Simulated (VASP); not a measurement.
Crystal: Mg2B6Pt.

```
Mg B Pt
1.0
     3.03308    1.75115    2.53889
    -3.03308    1.75115    2.53889
     0.00000   -3.50230    2.53889
Mg B Pt
2 6 1
Direct
  0.18556 0.18556 0.18556
  0.81444 0.81444 0.81444
  0.15524 0.84476 0.50000
  0.50000 0.15524 0.84476
  0.84476 0.50000 0.15524
  0.84476 0.15524 0.50000
  0.50000 0.84476 0.15524
  0.15524 0.50000 0.84476
  0.50000 0.50000 0.50000
```

The cell was built from a structure type or drawn by symmetry, and may not be a known phase.

```yaml
Program: VASP 6.6.1
Task: relaxation of cell and atoms
Functional: PBE
Potentials_or_basis: VASP PAW PBE potentials, release 64 (Mg, B, Pt)
Cutoff: 600 eV
k_mesh: 6 × 6 × 6
Occupations: gaussian, width 0.1 eV
Spin: no spin polarisation
```

At the start: pressure 48.1 GPa; volume 8.99 Å³/atom.

Question: Where does the relaxation end?

Answer: Over 33 steps the energy falls by 1131.9 meV/atom and the volume is 13.46 Å³/atom (+49.8 %); space group R-3m (No. 166, to 0.1 Å) before and after.

The path:
```tsv
step	energy change (eV)	largest force (eV/Å)	pressure (GPa)	volume (Å³)
1	0.0000	0.5064	48.11	80.91
2	-1.4802	1.0201	-13.85	116.78
3	-2.3524	0.6472	0.08	99.98
4	-2.3526	0.6371	0.64	99.57
5	-2.7543	0.5556	0.70	101.88
6	-3.1461	0.9452	6.15	106.82
7	-3.3749	1.0262	-0.30	114.92
8	-3.4168	1.0393	-3.52	120.48
9	-3.6468	1.2298	-3.25	124.37
10	-4.2050	1.6752	-2.35	135.47
11	-2.8174	5.1214	-0.72	155.14
12	-4.4673	2.1779	-3.25	137.80
13	-4.5684	2.3397	-3.52	138.98
14	-4.8543	2.8292	-4.47	142.40
15	-5.1640	3.7235	-6.34	148.75
16	-5.5394	3.8566	-7.81	150.06
17	-6.3246	3.8818	-11.43	153.42
18	-7.2859	3.3436	-11.78	150.25
19	-8.6788	0.9589	-7.47	140.97
20	-8.6972	0.6614	-9.03	142.68
21	-8.7122	0.6597	-8.48	142.03
22	-9.0926	0.5487	-6.83	138.25
23	-9.8857	0.1444	-0.81	127.13
24	-9.3200	0.8092	19.34	105.82
25	-10.0633	0.2507	3.84	120.51
26	-10.0669	0.2638	4.52	119.66
27	-10.1782	0.1912	0.87	121.03
28	-10.1835	0.1659	-0.07	121.42
29	-10.1835	0.1684	0.01	121.38
30	-10.1851	0.1259	-0.09	121.39
31	-10.1852	0.1101	-0.13	121.39
32	-10.1863	0.0693	-0.08	121.30
33	-10.1870	0.0115	-0.03	121.17
```

Final structure:
```xyz
9
Lattice="2.8809 1.6633 4.2146 -2.8809 1.6633 4.2146 0.0000 -3.3266 4.2146" Properties=species:S:1:pos:R:3 pbc="T T T"
Mg    0.0000    0.0000    3.6647
Mg    0.0000    0.0000    8.9791
B    -2.0905    0.0000    6.3219
B     1.0452   -1.8104    6.3219
B     1.0452    1.8104    6.3219
B     2.0905    0.0000    6.3219
B    -1.0452    1.8104    6.3219
B    -1.0452   -1.8104    6.3219
Pt    0.0000    0.0000    6.3219
```

Caveat: the volume moved by over 15 % at a fixed basis, so the end points are rough.
